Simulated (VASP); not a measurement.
# Hf (Pmmn) in VASP: notebook

Hf is run at these levels: PBE; tasks: single point, relaxation of cell and atoms.

Program: VASP 6.6.1. These are calculated values, not measurements. Logs are shortened: lines on timing, memory, paths and dates and some standing lists are left out, and cuts for length are marked.

**1. The cell of the first run**

It takes space group Pmmn (No. 59, orthorhombic). The conventional cell has a = 3.685 Å, b = 3.887 Å, c = 3.426 Å, α = 90.00°, β = 90.00°, γ = 90.00°. Hf (site symmetry mm2) has 6 Hf at 2.75 to 3.43 Å within 3.6 Å.

**2. Single point, PBE**

File INCAR:

```
SYSTEM = Hf
PREC = Accurate
ENCUT = 520
EDIFF = 1E-7
ISMEAR = 0
SIGMA = 0.1
LREAL = .False.
LASPH = .True.
NELM = 60
ALGO = Normal
ISIF = 2
LWAVE = .False.
LCHARG = .False.
GGA = PE
NBANDS = 17
```

File KPOINTS:

```
regular mesh
0
Gamma
  6 4 6
  0 0 0
```

File POSCAR:

```
Hf
1.0
    3.6852769500      0.0000000000      0.0000000000
    0.0000000000      3.8870200100      0.0000000000
    0.0000000000      0.0000000000      3.4261212300
Hf
2
Direct
    0.0000000000      0.5000000000      0.9101540600
    0.5000000000      0.0000000000      0.0898459400
```

Potentials or basis: VASP PAW PBE potentials, release 64 (Hf_pv).

On the command line:

```
cat potpaw_PBE.64/Hf_pv/POTCAR > POTCAR
mpirun -np 1 vasp_std > vasp.out
```

OUTCAR:

```text
SYSTEM = Hf
   PREC = Accurate
   ENCUT = 520
   EDIFF = 1E-7
   ISMEAR = 0
   LREAL = .False.
   LASPH = .True.
   NELM = 60
   ISIF = 2
   GGA = PE

 ion  position               nearest neighbor table
   1  0.000  0.500  0.910-   2 2.75   2 2.75   2 2.75   2 2.75
   2  0.500  0.000  0.090-   1 2.75   1 2.75   1 2.75   1 2.75

  LATTYP: Found a simple orthorhombic cell.
 ALAT       =     3.4261212300
 B/A-ratio  =     1.0756411413
 C/A-ratio  =     1.1345249479

  Lattice vectors:

 A1 = (   0.0000000000,   0.0000000000,   3.4261212300)
 A2 = (   3.6852769500,   0.0000000000,   0.0000000000)
 A3 = (   0.0000000000,   3.8870200100,   0.0000000000)

Analysis of symmetry for initial positions (statically):
=====================================================================
 Subroutine PRICEL returns:
 Original cell was already a primitive cell.

 Routine SETGRP: Setting up the symmetry group for a
 simple orthorhombic supercell.

 Subroutine GETGRP returns: Found  8 space group operations
 (whereof  4 operations were pure point group operations)
 out of a pool of  8 trial point group operations.

The static configuration has the point symmetry C_2v.
 The point group associated with its full space group is D_2h.

Analysis of symmetry for dynamics (positions and initial velocities):
=====================================================================
 Subroutine PRICEL returns:
 Original cell was already a primitive cell.

 Routine SETGRP: Setting up the symmetry group for a
 simple orthorhombic supercell.

 Subroutine GETGRP returns: Found  8 space group operations
 (whereof  4 operations were pure point group operations)
 out of a pool of  8 trial point group operations.

The dynamic configuration has the point symmetry C_2v.
 The point group associated with its full space group is D_2h.

 Subroutine INISYM returns: Found  8 space group operations
 (whereof  4 operations are pure point group operations),
 and found     1 'primitive' translations

----------------------------------------------------------------------------------------

                                     Primitive cell

  volume of cell :      49.0783

  direct lattice vectors                    reciprocal lattice vectors
     3.685276950  0.000000000  0.000000000     0.271350027  0.000000000  0.000000000
     0.000000000  3.887020010  0.000000000     0.000000000  0.257266491  0.000000000
     0.000000000  0.000000000  3.426121230     0.000000000  0.000000000  0.291875253

  length of vectors
     3.685276950  3.887020010  3.426121230     0.271350027  0.257266491  0.291875253

  position of ions in fractional coordinates (direct lattice)
     0.000000000  0.500000000  0.910154060
     0.500000000  0.000000000  0.089845940

  ion indices of the primitive-cell ions
   primitive index   ion index
                 1           1
                 2           2

----------------------------------------------------------------------------------------

 KPOINTS: regular mesh

Automatic generation of k-mesh.
 Grid dimensions read from file:
 generate k-points for:    6    4    6

 Generating k-lattice:

  Cartesian coordinates                     Fractional coordinates (reciprocal lattice)
     0.045225005  0.000000000  0.000000000     0.166666667  0.000000000  0.000000000
     0.000000000  0.064316623  0.000000000     0.000000000  0.250000000  0.000000000
     0.000000000  0.000000000  0.048645875     0.000000000  0.000000000  0.166666667

  Length of vectors
     0.045225005  0.064316623  0.048645875

  Shift w.r.t. Gamma in fractional coordinates (k-lattice)
     0.000000000  0.000000000  0.000000000

 Subroutine IBZKPT returns following result:
 ===========================================

 Found     48 irreducible k-points:

 Following reciprocal coordinates:
            Coordinates               Weight
  0.000000  0.000000  0.000000      1.000000
  0.166667  0.000000  0.000000      2.000000
  0.333333  0.000000  0.000000      2.000000
  0.500000  0.000000  0.000000      1.000000
  0.000000  0.250000  0.000000      2.000000
  0.166667  0.250000  0.000000      4.000000
[... 16 lines left out ...]
  0.333333  0.500000  0.166667      4.000000
  0.500000  0.500000  0.166667      2.000000
 [... further k-points ...]
   k-points           NKPTS =     48   k-points in BZ     NKDIM =     48   number of bands    NBANDS=     17
   number of dos      NEDOS =    301   number of ions     NIONS =      2
   total plane-waves  NPLWV =  23520
   dimension x,y,z NGX =    28 NGY =   30 NGZ =   28
   dimension x,y,z NGXF=    56 NGYF=   60 NGZF=   56
   ions per type =               2
   NGX,Y,Z   is equivalent  to a cutoff of  12.63, 12.83, 13.59 a.u.
   NGXF,Y,Z  is equivalent  to a cutoff of  25.26, 25.66, 27.17 a.u.
 SYSTEM =  Hf
   PREC   = accura    normal or accurate (medium, high low for compatibility)
   ISTART =      0    job   : 0-new  1-cont  2-samecut
   ICHARG =      2    charge: 1-file 2-atom 10-const
   ISPIN  =      1    spin polarized calculation?
   LNONCOLLINEAR =      F non collinear calculations
   LSORBIT =      F    spin-orbit coupling
   LASPH  =      T    aspherical Exc in radial PAW
   ENCUT  =  520.0 eV  38.22 Ry    6.18 a.u.   6.85  7.23  6.37*2*pi/ulx,y,z
   NELM   =     60;   NELMIN=  2; NELMDL= -5     # of ELM steps
   EDIFF  = 0.1E-06   stopping-criterion for ELM
   LREAL  =      F    real-space projection
   EDIFFG = 0.1E-05   stopping-criterion for IOM
   NSW    =      0    number of steps for IOM
   IBRION =     -1    ionic relax: 0-MD 1-quasi-New 2-CG
   NFREE  =      0    steps in history (QN), initial steepest desc. (CG)
   ISIF   =      2    stress and relaxation
   ISYM   =      2    0-nonsym 1-usesym 2-fastsym
   POTIM  = 0.5000    time-step for ionic-motion
   TEBEG  =    0.0;   TEEND  =   0.0 temperature during run
   PSTRESS=    0.0 pullay stress
   NELECT =      20.0000    total number of electrons
   NUPDOWN=      -1.0000    fix difference up-down
   EMIN   =  10.00;   EMAX   =-10.00  energy-range for DOS
   EFERMI =   0.00;   METHOD = LEGACY
   ISMEAR =     0;   SIGMA  =   0.10  broadening in eV -4-tet -1-fermi 0-gaus
   EFERMI_NEDOS =   21; number of points for ismear=-14 and -15
   IALGO  =     38    algorithm
   IMIX   =      4    mixing-type and parameters
     AMIX     =   0.40;   BMIX     =  1.00
     AMIX_MAG =   1.60;   BMIX_MAG =  1.00
  volume/ion in A,a.u.               =      24.54       165.60
  Fermi-wavevector in a.u.,A,eV,Ry     =   1.213729  2.293615 20.043250  1.473137
  Thomas-Fermi vector in A             =   2.349171
   LORBIT       =      0    0 simple, 1 ext, 2 COOP (PROOUT), +10 PAW based schemes
   GGA     = PE    functional components
   LHFCALC =     F    Hartree Fock is set to
   AEXX    =    0.0000 exact exchange contribution
   IVDW    =     0    specifies the selected vdW correction
   LEPSILON=     F    determine dielectric tensor
   LRPA    =     F    only Hartree local field effects (RPA)
 non-spin polarized calculation
 Gauss-broadening in eV      SIGMA  =   0.10
  energy-cutoff  :      520.00
  volume of cell :       49.08
 maximum number of plane-waves:      1336
 NGX is ok and might be reduce to    28
   NGX = 13   NGY = 15   NGZ = 13

 number of electron      20.0000002 magnetization

 Free energy of the ion-electron system (eV)
  ---------------------------------------------------
  ext. energy  EPLUGINS =         0.00000000
  ---------------------------------------------------
  free energy    TOTEN  =       -17.60403913 eV

  energy without entropy =      -17.58146587  energy(sigma->0) =      -17.59275250

 E-fermi :   3.6516     XC(G=0): -10.7332

 val. band max:        3.6403256107   @ k =   0.1667   0.0000   0.0000
 cond. band min:       3.6519169428   @ k =   0.5000   0.2500   0.0000
 fundamental gap:      0.0115913322
 Fermi energy:         3.6516424962

 k-point     1 :       0.0000    0.0000    0.0000
  band No.  band energies     occupation
      1     -27.1182      2.00000
      2     -27.0079      2.00000
      3     -26.4044      2.00000
      4     -26.2684      2.00000
      5     -25.8768      2.00000
      6     -25.8193      2.00000
[... 9 lines left out ...]
     16       9.5733      0.00000
     17      10.6256      0.00000

 k-point     2 :       0.1667    0.0000    0.0000
  band No.  band energies     occupation
      1     -27.0371      2.00000
      2     -26.9807      2.00000
      3     -26.3718      2.00000
      4     -26.3180      2.00000
      5     -25.9410      2.00000
      6     -25.9129      2.00000
[... 9 lines left out ...]
     16       8.9912      0.00000
     17       9.5849      0.00000

 k-point     3 :       0.3333    0.0000    0.0000
  band No.  band energies     occupation
      1     -26.8826      2.00000
      2     -26.8115      2.00000
      3     -26.4774      2.00000
      4     -26.2897      2.00000
      5     -26.1632      2.00000
      6     -26.0679      2.00000
[... 9 lines left out ...]
     16       8.8299      0.00000
     17       9.1043      0.00000

 k-point     4 :       0.5000    0.0000    0.0000
  band No.  band energies     occupation
      1     -26.6999      2.00000
      2     -26.6999      2.00000
      3     -26.4936      2.00000
      4     -26.4936      2.00000
      5     -26.1851      2.00000
      6     -26.1851      2.00000
[... 9 lines left out ...]
     16       8.4633      0.00000
     17       8.5780      0.00000
[... 343 lines left out ...]
      1     -26.9407      2.00000
      2     -26.9407      2.00000
      3     -26.4060      2.00000
      4     -26.4060      2.00000
      5     -26.0349      2.00000
      6     -26.0349      2.00000
[... 9 lines left out ...]
     16       7.3469      0.00000
     17       9.4343      0.00000

 k-point    23 :       0.3333    0.5000    0.1667
  band No.  band energies     occupation
      1     -27.1949      2.00000
      2     -27.1949      2.00000
      3     -26.3816      2.00000
      4     -26.3816      2.00000
      5     -25.8145      2.00000
      6     -25.8145      2.00000
[... 9 lines left out ...]
     16       8.0853      0.00000
     17       9.0003      0.00000

 k-point    24 :       0.5000    0.5000    0.1667
  band No.  band energies     occupation
      1     -27.2929      2.00000
      2     -27.2929      2.00000
      3     -26.3741      2.00000
      4     -26.3741      2.00000
      5     -25.7288      2.00000
      6     -25.7288      2.00000
[... 9 lines left out ...]
     16       7.9252      0.00000
     17       8.5265      0.00000

 [... further k-points ...]

------------------------ aborting loop because EDIFF is reached ----------------------------------------

  FORCE on cell =-STRESS in cart. coord.  units (eV):
  Direction    XX          YY          ZZ          XY          YZ          ZX
  --------------------------------------------------------------------------------------
  -------------------------------------------------------------------------------------
  Total        1.7116348      3.1089250     -3.1981360      0.0000000      0.0000000      0.0000000
  in kB       55.8768683    101.4918556   -104.4041772      0.0000000      0.0000000      0.0000000
  external PRESSURE =      17.6548489 kB  Pullay stress =       0.0000000 kB

 VOLUME and BASIS-vectors are now :
 -----------------------------------------------------------------------------
  energy-cutoff  :      520.00
  volume of cell :       49.08
      direct lattice vectors                 reciprocal lattice vectors
     3.685276950  0.000000000  0.000000000     0.271350027  0.000000000  0.000000000
     0.000000000  3.887020010  0.000000000     0.000000000  0.257266491  0.000000000
     0.000000000  0.000000000  3.426121230     0.000000000  0.000000000  0.291875253

 POSITION                                       TOTAL-FORCE (eV/Angst)
 -----------------------------------------------------------------------------------
      0.00000      1.94351      3.11830         0.000000      0.000000     -1.851953
      1.84264      0.00000      0.30782         0.000000      0.000000      1.851953
 -----------------------------------------------------------------------------------
    total drift:                                0.000000      0.000000      0.000000

  FREE ENERGIE OF THE ION-ELECTRON SYSTEM (eV)
  ---------------------------------------------------
  free  energy   TOTEN  =       -17.6040391269 eV

  energy  without entropy=      -17.5814658683  energy(sigma->0) =      -17.59275250
```

Wall time 15 s (1 thread of Intel Xeon 6975P-C (Granite Rapids), shared host); peak memory 0.17 GiB.

What came out:

```yaml
Free_energy: -17.6040 eV
Pressure: 1.8 GPa
Largest_force: 1.852 eV/Å
Band_gap_on_the_k_mesh: zero (band 10 reaches 4.49 eV, above the bottom of band 11 at 3.18 eV)
```

Forces on the atoms (eV/Å):
```
Hf   0.000  0.000 -1.852
Hf   0.000  0.000  1.852
```

Stress tensor (GPa, compression positive):
```
  5.59   0.00   0.00
  0.00  10.15   0.00
  0.00   0.00 -10.44
```

Caveat: the k points lie up to 0.40 Å⁻¹ apart; spin-orbit coupling is left out, which moves the levels of the heavy elements; forces of over 1 eV/Å act on the atoms, so gaps and moduli don't describe the material at rest.

**3. Relaxation of cell and atoms, PBE**

File INCAR:

```
PREC = Accurate ; ENCUT = 600
EDIFF = 1E-6 ; ISMEAR = 0
SIGMA = 0.1 ; LREAL = F
LASPH = T ; NELM = 60
ALGO = Fast ; ISIF = 3
LWAVE = F ; LCHARG = F
GGA = PE ; IBRION = 2
NSW = 90 ; EDIFFG = -0.04
```

File KPOINTS:

```
regular mesh
0
Gamma
  6 4 6
```

POSCAR is that of step 2.

Potentials or basis: VASP PAW PBE potentials, release 64 (Hf_pv).

On the command line:

```
cat potpaw_PBE.64/Hf_pv/POTCAR > POTCAR
mpirun -np 1 vasp_std > vasp.out
```

OUTCAR:

```text
PREC = Accurate
   ENCUT = 600
   EDIFF = 1E-6
   ISMEAR = 0
   LREAL = F
   LASPH = T
   NELM = 60
   ISIF = 3
   GGA = PE
   IBRION = 2
   NSW = 90
   EDIFFG = -0.04

 ion  position               nearest neighbor table
   1  0.000  0.500  0.910-   2 2.75   2 2.75   2 2.75   2 2.75
   2  0.500  0.000  0.090-   1 2.75   1 2.75   1 2.75   1 2.75

  LATTYP: Found a simple orthorhombic cell.
 ALAT       =     3.4261212300
 B/A-ratio  =     1.0756411413
 C/A-ratio  =     1.1345249479

  Lattice vectors:

 A1 = (   0.0000000000,   0.0000000000,   3.4261212300)
 A2 = (   3.6852769500,   0.0000000000,   0.0000000000)
[... 381 lines left out ...]
  band No.  band energies     occupation
      1     -26.1088      2.00000
      2     -25.6544      2.00000
      3     -25.6438      2.00000
      4     -25.3865      2.00000
      5     -25.3795      2.00000
      6     -25.3754      2.00000
      7      -2.4988      2.00000
      8       1.4342      2.00000
      9       2.6077      2.00000
     10       5.9146      0.00000
     11       6.1225      0.00000
     12       6.1913      0.00000
     13       6.9435      0.00000
     14       8.6600      0.00000
[... 377 lines left out ...]
      1     -26.1227      2.00000
      2     -26.1227      2.00000
      3     -25.5901      2.00000
      4     -25.5901      2.00000
      5     -25.5221      2.00000
      6     -25.5221      2.00000
      7       1.7164      2.00000
      8       1.7164      2.00000
      9       4.4054      1.99966
     10       4.4054      1.99966
     11       5.5703      0.00000
     12       5.5703      0.00000
     13       6.3300      0.00000
     14       6.3300      0.00000

 [... further k-points ...]

------------------------ aborting loop because EDIFF is reached ----------------------------------------

  FORCE on cell =-STRESS in cart. coord.  units (eV):
  Direction    XX          YY          ZZ          XY          YZ          ZX
  --------------------------------------------------------------------------------------
  -------------------------------------------------------------------------------------
  Total        0.0170731     -0.0655645     -0.0613371      0.0000000      0.0000000      0.0000000
  in kB        0.6064002     -2.3287164     -2.1785674      0.0000000      0.0000000      0.0000000
  external PRESSURE =      -1.3002945 kB  Pullay stress =       0.0000000 kB
[... 17 lines left out ...]
  FREE ENERGIE OF THE ION-ELECTRON SYSTEM (eV)
  ---------------------------------------------------
  free  energy   TOTEN  =       -19.7369603475 eV

  energy  without entropy=      -19.7197509958  energy(sigma->0) =      -19.72835567

 reached required accuracy - stopping structural energy minimisation
```

OSZICAR:

```text
N       E                     dE             d eps       ncg     rms          rms(c)
DAV:   1     0.570704248420E+02    0.57070E+02   -0.12526E+04  1344   0.149E+03
DAV:   2    -0.156179697631E+02   -0.72688E+02   -0.71516E+02  1608   0.297E+02
DAV:   3    -0.180875879502E+02   -0.24696E+01   -0.23649E+01  1866   0.339E+01
[... 271 lines left out ...]
RMM:   2    -0.197371323010E+02    0.73586E-03   -0.76527E-04  1422   0.234E-01    0.135E-01
RMM:   3    -0.197369659048E+02    0.16640E-03   -0.28988E-04  1465   0.120E-01    0.152E-01
RMM:   4    -0.197369614315E+02    0.44733E-05   -0.88390E-05  1584   0.628E-02    0.201E-02
RMM:   5    -0.197369601054E+02    0.13262E-05   -0.17648E-05  1469   0.268E-02    0.742E-03
RMM:   6    -0.197369603475E+02   -0.24210E-06   -0.27907E-06   978   0.110E-02
  24 F= -.19736960E+02 E0= -.19728356E+02  d E =-.256393E-03
```

CONTCAR:

```text
Hf
   1.00000000000000
     3.1428020561664227    0.0000000000000000    0.0000000000000000
     0.0000000000000000    4.5468033688456089    0.0000000000000000
     0.0000000000000000    0.0000000000000000    3.1567448249320567
  Hf
     2
Direct
     0.0000000000000000    0.5000000000000000    0.7517543940005202
     0.5000000000000000    0.0000000000000000    0.2482456059994723

  0.00000000E+00  0.00000000E+00  0.00000000E+00
  0.00000000E+00  0.00000000E+00  0.00000000E+00
```

Run time: 4.5 min. Hardware: 1 thread of Intel Xeon 6975P-C (Granite Rapids), shared host; peak memory 0.2 GiB.

Results:

```
Free energy                            : -19.7370 eV
Relaxed volume                         : 22.55 Å³/atom
Relaxed cell                           : a = 3.143 Å, b = 4.547 Å, c = 3.157 Å, α = 90.00°, β = 90.00°, γ = 90.00°
Space group after relaxing (to 0.05 Å) : I4/mmm (No. 139)
Energy gained by relaxing              : 1066.2 meV/atom
Ionic steps                            : 24
Pressure after relaxing                : -0.1 GPa
Largest force after relaxing           : 0.013 eV/Å
Band gap on the k mesh                 : zero (band 10 reaches 5.91 eV, above the bottom of band 11 at 4.22 eV)
```

Forces in eV/Å, atoms in the order of the input:
```
Hf   0.000  0.000 -0.013
Hf   0.000  0.000  0.013
```

Step by step:
| step | energy change (eV) | largest force (eV/Å) | pressure (GPa) | volume (Å³) |
| --- | --- | --- | --- | --- |
| 1 | 0.0000 | 1.8523 | 1.83 | 49.08 |
| 2 | -0.5884 | 1.6588 | -4.83 | 50.77 |
| 3 | -0.7355 | 1.5752 | -6.43 | 51.52 |
| 4 | -1.1683 | 1.8124 | 3.31 | 45.18 |
| 5 | -1.1759 | 1.5590 | 8.58 | 42.97 |
| 6 | -1.3692 | 1.1784 | 9.93 | 42.07 |
| 7 | -1.4649 | 0.1958 | 12.02 | 41.12 |
| 8 | -1.7230 | 0.0771 | 5.69 | 42.92 |
| 9 | -1.9213 | 0.2008 | -4.24 | 46.75 |
| 10 | -1.9728 | 0.1885 | -2.78 | 45.99 |
| 11 | -2.0134 | 0.1683 | -0.87 | 45.06 |
| 12 | -2.0180 | 0.1403 | 4.48 | 43.16 |
| 13 | -2.0286 | 0.1417 | 1.91 | 44.02 |
| 14 | -2.0485 | 0.1045 | 1.25 | 44.43 |
| 15 | -2.0777 | 0.0614 | -1.16 | 45.58 |
| 16 | -2.0940 | 0.0360 | -1.11 | 45.53 |
| 17 | -2.1001 | 0.0131 | -1.08 | 45.47 |
| 18 | -2.1214 | 0.0268 | 0.21 | 44.95 |
| 19 | -2.1247 | 0.0269 | 0.57 | 44.78 |
| 20 | -2.1276 | 0.0258 | 1.45 | 44.43 |
| 21 | -2.1321 | 0.0163 | -0.01 | 45.05 |
| 22 | -2.1322 | 0.0152 | -0.16 | 45.14 |
| 23 | -2.1322 | 0.0151 | -0.23 | 45.15 |
| 24 | -2.1324 | 0.0130 | -0.13 | 45.11 |

Final structure:
```cif
data_structure
_symmetry_space_group_name_H-M 'P 1'
_symmetry_Int_Tables_number 1
_cell_length_a 3.1428
_cell_length_b 4.5468
_cell_length_c 3.1567
_cell_angle_alpha 90.000
_cell_angle_beta 90.000
_cell_angle_gamma 90.000
_cell_volume 45.11
loop_
_atom_site_label
_atom_site_type_symbol
_atom_site_fract_x
_atom_site_fract_y
_atom_site_fract_z
_atom_site_occupancy
Hf1 Hf 0.00000 0.50000 0.75175 1
Hf2 Hf 0.50000 0.00000 0.24825 1
```

Caveat: the k points lie up to 0.35 Å⁻¹ apart in the final cell; spin-orbit coupling is left out, which moves the levels of the heavy elements.
